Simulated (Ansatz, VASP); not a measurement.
BP in VASP and in Ansatz

```
B P
1.0
     0.00000    2.19807    2.19807
     2.19807    0.00000    2.19807
     2.19807    2.19807    0.00000
B P
1 1
Direct
  0.00000 0.00000 0.00000
  0.25000 0.25000 0.25000
```

Alike in both runs: task single point; functional r2SCAN; k mesh 10 × 10 × 10; occupations gaussian, width 0.02 eV; no spin polarisation.

|  | VASP | Ansatz |
| --- | --- | --- |
| version | VASP 6.6.1 | Ansatz 0.2.0 |
| potentials or method | VASP PAW PBE potentials, release 64 (B, P), cutoff 520 eV | scalar-relativistic, plane waves, PAW |
| valence electrons in the cell | 8 | 8 |

Ansatz gave:

| Quantity | Value |
| --- | --- |
| gap on the k mesh at the Fermi level (eV) | 1.29 |
| least direct gap on the mesh (eV) | 3.77 |
| pressure (GPa) | 19.1 |

**Question.** Which values does VASP return?

**Answer.** gap on the k mesh at the Fermi level (eV): 1.32; least direct gap on the mesh (eV): 3.81; pressure (GPa): 18.4.

VASP's potentials were made for PBE, not for r2SCAN.
